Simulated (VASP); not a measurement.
# GaSb (F-43m) in VASP: a series of runs

Runs on GaSb. Level: PBE. Tasks: single point, relaxation of cell and atoms.

Everything below comes from runs of VASP 6.6.1. Logs are shortened: lines on timing, memory, paths and dates and some standing lists are left out, and cuts for length are marked.

### Step 1. The cell of the first run

The structure is cubic, space group F-43m (No. 216). Conventional cell: a = 5.902 Å, b = 5.902 Å, c = 5.902 Å, α = 90.00°, β = 90.00°, γ = 90.00°. Ga (site symmetry -43m) has 4 Sb at 2.56 Å within 3.4 Å. Within 3.4 Å of Sb (site symmetry -43m) lie 4 Ga at 2.56 Å.

### Step 2. Single point, PBE

Contents of INCAR:

```
PREC     = Accurate       # precision mode
ENCUT    = 500            # plane-wave cutoff, eV
EDIFF    = 1E-6           # SCF threshold, eV
ISMEAR   = 0              # smearing method
SIGMA    = 0.01           # smearing width, eV
LREAL    = F              # projectors in reciprocal space
LASPH    = T              # aspherical terms in the spheres
NELM     = 120            # most SCF steps
ALGO     = Normal         # electronic algorithm
ISIF     = 2              # what is computed and relaxed
LWAVE    = F              # write WAVECAR
LCHARG   = F              # write CHGCAR
GGA      = PE             # functional
NBANDS   = 16             # bands
GGA_COMPAT= F
```

Contents of KPOINTS:

```
regular mesh
0
Gamma
  6 6 6
```

Contents of POSCAR:

```
GaSb
1.0
    0.0000000000      2.9511127267      2.9511127267
    2.9511127267      0.0000000000      2.9511127267
    2.9511127267      2.9511127267      0.0000000000
Ga Sb
1 1
Direct
    0.0000000000      0.0000000000      0.0000000000
    0.2500000000      0.2500000000      0.2500000000
```

Potentials or basis: VASP PAW PBE potentials, release 64 (Ga_d, Sb).

Launch:

```sh
cat potpaw_PBE.64/Ga_d/POTCAR potpaw_PBE.64/Sb/POTCAR > POTCAR
mpirun -np 1 vasp_std > vasp.out
```

OUTCAR:

```text
PREC = Accurate
   ENCUT = 500
   EDIFF = 1E-6
   ISMEAR = 0
   LREAL = F
   LASPH = T
   NELM = 120
   ISIF = 2
   GGA = PE

 ion  position               nearest neighbor table
   1  0.000  0.000  0.000-   2 2.56   2 2.56   2 2.56   2 2.56
   2  0.250  0.250  0.250-   1 2.56   1 2.56   1 2.56   1 2.56

  LATTYP: Found a face centered cubic cell.
 ALAT       =     5.9022254534

  Lattice vectors:

 A1 = (   0.0000000000,   2.9511127267,   2.9511127267)
 A2 = (   2.9511127267,   0.0000000000,   2.9511127267)
 A3 = (   2.9511127267,   2.9511127267,   0.0000000000)

Analysis of symmetry for initial positions (statically):
=====================================================================
 Subroutine PRICEL returns:
 Original cell was already a primitive cell.

 Routine SETGRP: Setting up the symmetry group for a
 face centered cubic supercell.

 Subroutine GETGRP returns: Found 24 space group operations
 (whereof 24 operations were pure point group operations)
 out of a pool of 48 trial point group operations.

The static configuration has the point symmetry T_d .

Analysis of symmetry for dynamics (positions and initial velocities):
=====================================================================
 Subroutine PRICEL returns:
 Original cell was already a primitive cell.

 Routine SETGRP: Setting up the symmetry group for a
 face centered cubic supercell.

 Subroutine GETGRP returns: Found 24 space group operations
 (whereof 24 operations were pure point group operations)
 out of a pool of 48 trial point group operations.

The dynamic configuration has the point symmetry T_d .

 Subroutine INISYM returns: Found 24 space group operations
 (whereof 24 operations are pure point group operations),
 and found     1 'primitive' translations

----------------------------------------------------------------------------------------

                                     Primitive cell

  volume of cell :      51.4029

  direct lattice vectors                    reciprocal lattice vectors
     0.000000000  2.951112727  2.951112727    -0.169427618  0.169427618  0.169427618
     2.951112727  0.000000000  2.951112727     0.169427618 -0.169427618  0.169427618
     2.951112727  2.951112727  0.000000000     0.169427618  0.169427618 -0.169427618

  length of vectors
     4.173503642  4.173503642  4.173503642     0.293457243  0.293457243  0.293457243

  position of ions in fractional coordinates (direct lattice)
     0.000000000  0.000000000  0.000000000
     0.250000000  0.250000000  0.250000000

  ion indices of the primitive-cell ions
   primitive index   ion index
                 1           1
                 2           2

----------------------------------------------------------------------------------------

 KPOINTS: regular mesh

Automatic generation of k-mesh.
 Grid dimensions read from file:
 generate k-points for:    6    6    6

 Generating k-lattice:

  Cartesian coordinates                     Fractional coordinates (reciprocal lattice)
    -0.028237936  0.028237936  0.028237936     0.166666667  0.000000000  0.000000000
     0.028237936 -0.028237936  0.028237936     0.000000000  0.166666667  0.000000000
     0.028237936  0.028237936 -0.028237936     0.000000000  0.000000000  0.166666667

  Length of vectors
     0.048909540  0.048909540  0.048909540

  Shift w.r.t. Gamma in fractional coordinates (k-lattice)
     0.000000000  0.000000000  0.000000000

 Subroutine IBZKPT returns following result:
 ===========================================

 Found     16 irreducible k-points:

 Following reciprocal coordinates:
            Coordinates               Weight
  0.000000  0.000000  0.000000      1.000000
  0.166667  0.000000  0.000000      8.000000
  0.333333  0.000000  0.000000      8.000000
  0.500000  0.000000  0.000000      4.000000
  0.166667  0.166667  0.000000      6.000000
  0.333333  0.166667  0.000000     24.000000
[... 8 lines left out ...]
 -0.333333  0.333333  0.166667     24.000000
 -0.333333  0.500000  0.166667     12.000000
   k-points           NKPTS =     16   k-points in BZ     NKDIM =     16   number of bands    NBANDS=     16
   number of dos      NEDOS =    301   number of ions     NIONS =      2
   total plane-waves  NPLWV =  27000
   dimension x,y,z NGX =    30 NGY =   30 NGZ =   30
   dimension x,y,z NGXF=    60 NGYF=   60 NGZF=   60
   ions per type =               1   1
   NGX,Y,Z   is equivalent  to a cutoff of  11.95, 11.95, 11.95 a.u.
   NGXF,Y,Z  is equivalent  to a cutoff of  23.90, 23.90, 23.90 a.u.
 SYSTEM =  unknown system
   PREC   = accura    normal or accurate (medium, high low for compatibility)
   ISTART =      0    job   : 0-new  1-cont  2-samecut
   ICHARG =      2    charge: 1-file 2-atom 10-const
   ISPIN  =      1    spin polarized calculation?
   LNONCOLLINEAR =      F non collinear calculations
   LSORBIT =      F    spin-orbit coupling
   LASPH  =      T    aspherical Exc in radial PAW
   ENCUT  =  500.0 eV  36.75 Ry    6.06 a.u.   7.61  7.61  7.61*2*pi/ulx,y,z
   NELM   =    120;   NELMIN=  2; NELMDL= -5     # of ELM steps
   EDIFF  = 0.1E-05   stopping-criterion for ELM
   LREAL  =      F    real-space projection
   EDIFFG = 0.1E-04   stopping-criterion for IOM
   NSW    =      0    number of steps for IOM
   IBRION =     -1    ionic relax: 0-MD 1-quasi-New 2-CG
   NFREE  =      0    steps in history (QN), initial steepest desc. (CG)
   ISIF   =      2    stress and relaxation
   ISYM   =      2    0-nonsym 1-usesym 2-fastsym
   POTIM  = 0.5000    time-step for ionic-motion
   TEBEG  =    0.0;   TEEND  =   0.0 temperature during run
   PSTRESS=    0.0 pullay stress
   NELECT =      18.0000    total number of electrons
   NUPDOWN=      -1.0000    fix difference up-down
   EMIN   =  10.00;   EMAX   =-10.00  energy-range for DOS
   EFERMI =   0.00;   METHOD = LEGACY
   ISMEAR =     0;   SIGMA  =   0.01  broadening in eV -4-tet -1-fermi 0-gaus
   EFERMI_NEDOS =   21; number of points for ismear=-14 and -15
   IALGO  =     38    algorithm
   IMIX   =      4    mixing-type and parameters
     AMIX     =   0.40;   BMIX     =  1.00
     AMIX_MAG =   1.60;   BMIX_MAG =  1.00
  volume/ion in A,a.u.               =      25.70       173.44
  Fermi-wavevector in a.u.,A,eV,Ry     =   1.153905  2.180563 18.116098  1.331496
  Thomas-Fermi vector in A             =   2.290545
   LORBIT       =      0    0 simple, 1 ext, 2 COOP (PROOUT), +10 PAW based schemes
   GGA     = PE    functional components
   LHFCALC =     F    Hartree Fock is set to
   AEXX    =    0.0000 exact exchange contribution
   IVDW    =     0    specifies the selected vdW correction
   LEPSILON=     F    determine dielectric tensor
   LRPA    =     F    only Hartree local field effects (RPA)
 non-spin polarized calculation
 Gauss-broadening in eV      SIGMA  =   0.01
  energy-cutoff  :      500.00
  volume of cell :       51.40
 maximum number of plane-waves:      1315
   NGX = 15   NGY = 15   NGZ = 15

 number of electron      18.0000009 magnetization

 Free energy of the ion-electron system (eV)
  ---------------------------------------------------
  ext. energy  EPLUGINS =         0.00000000
  ---------------------------------------------------
  free energy    TOTEN  =        -7.10708639 eV

  energy without entropy =       -7.10708639  energy(sigma->0) =       -7.10708639

 E-fermi :   6.1483     XC(G=0):  -9.5638

 val. band max:        6.0502471482   @ k =   0.0000   0.0000   0.0000
 cond. band min:       6.6890849429   @ k =   0.5000   0.0000   0.0000
 fundamental gap:      0.6388377947
 Fermi energy:         6.1483091508

 k-point     1 :       0.0000    0.0000    0.0000
  band No.  band energies     occupation
      1      -9.2466      2.00000
      2      -9.2466      2.00000
      3      -9.2466      2.00000
      4      -9.1781      2.00000
      5      -9.1781      2.00000
      6      -6.2325      2.00000
[... 8 lines left out ...]
     15      14.8413      0.00000
     16      14.8413      0.00000

 k-point     2 :       0.1667    0.0000    0.0000
  band No.  band energies     occupation
      1      -9.2579      2.00000
      2      -9.2422      2.00000
      3      -9.2422      2.00000
      4      -9.1787      2.00000
      5      -9.1787      2.00000
      6      -5.9105      2.00000
[... 8 lines left out ...]
     15      13.7045      0.00000
     16      13.7045      0.00000

 k-point     3 :       0.3333    0.0000    0.0000
  band No.  band energies     occupation
      1      -9.2794      2.00000
      2      -9.2344      2.00000
      3      -9.2344      2.00000
      4      -9.1787      2.00000
      5      -9.1787      2.00000
      6      -5.0375      2.00000
[... 8 lines left out ...]
     15      14.3098      0.00000
     16      14.3098      0.00000

 k-point     4 :       0.5000    0.0000    0.0000
  band No.  band energies     occupation
      1      -9.2897      2.00000
      2      -9.2312      2.00000
      3      -9.2312      2.00000
      4      -9.1779      2.00000
      5      -9.1779      2.00000
      6      -4.3137      2.00000
[... 8 lines left out ...]
     15      16.3026      0.00000
     16      16.3026      0.00000
[... 172 lines left out ...]
 k-point    14 :       0.5000    0.3333    0.1667
  band No.  band energies     occupation
      1      -9.2954      2.00000
      2      -9.2253      2.00000
      3      -9.2215      2.00000
      4      -9.1867      2.00000
      5      -9.1766      2.00000
      6      -4.2857      2.00000
[... 8 lines left out ...]
     15      15.4929      0.00000
     16      17.5803      0.00000

 k-point    15 :      -0.3333    0.3333    0.1667
  band No.  band energies     occupation
      1      -9.3000      2.00000
      2      -9.2243      2.00000
      3      -9.2179      2.00000
      4      -9.1854      2.00000
      5      -9.1785      2.00000
      6      -3.6230      2.00000
[... 8 lines left out ...]
     15      16.9740      0.00000
     16      17.1645      0.00000

 k-point    16 :      -0.3333    0.5000    0.1667
  band No.  band energies     occupation
      1      -9.3063      2.00000
      2      -9.2187      2.00000
      3      -9.2132      2.00000
      4      -9.1904      2.00000
      5      -9.1765      2.00000
      6      -3.2644      2.00000
[... 8 lines left out ...]
     15      16.7082      0.00000
     16      17.9644      0.00000

------------------------ aborting loop because EDIFF is reached ----------------------------------------

  FORCE on cell =-STRESS in cart. coord.  units (eV):
  Direction    XX          YY          ZZ          XY          YZ          ZX
  --------------------------------------------------------------------------------------
  -------------------------------------------------------------------------------------
  Total        3.2336059      3.2336059      3.2336059      0.0000000      0.0000000     -0.0000000
  in kB      100.7883359    100.7883359    100.7883359      0.0000000      0.0000000     -0.0000000
  external PRESSURE =     100.7883359 kB  Pullay stress =       0.0000000 kB

 VOLUME and BASIS-vectors are now :
 -----------------------------------------------------------------------------
  energy-cutoff  :      500.00
  volume of cell :       51.40
      direct lattice vectors                 reciprocal lattice vectors
     0.000000000  2.951112727  2.951112727    -0.169427618  0.169427618  0.169427618
     2.951112727  0.000000000  2.951112727     0.169427618 -0.169427618  0.169427618
     2.951112727  2.951112727  0.000000000     0.169427618  0.169427618 -0.169427618

 POSITION                                       TOTAL-FORCE (eV/Angst)
 -----------------------------------------------------------------------------------
      0.00000      0.00000      0.00000        -0.000000     -0.000000     -0.000000
      1.47556      1.47556      1.47556         0.000000      0.000000      0.000000
 -----------------------------------------------------------------------------------
    total drift:                               -0.000000     -0.000000     -0.000001

  FREE ENERGIE OF THE ION-ELECTRON SYSTEM (eV)
  ---------------------------------------------------
  free  energy   TOTEN  =        -7.1070863910 eV

  energy  without entropy=       -7.1070863910  energy(sigma->0) =       -7.10708639
```

Wall time 37 s (1 thread of Intel Xeon 8259CL, shared host); peak memory 0.17 GiB.

What came out:

- Free energy: -7.1071 eV
- Pressure: 10.1 GPa
- Band gap on the k mesh: 0.64 eV, indirect (least direct gap 0.84 eV)

Caveat: spin-orbit coupling is left out, which moves the levels of the heavy elements. A k mesh can miss the band edges.

(Continued in part 2 of 2.)
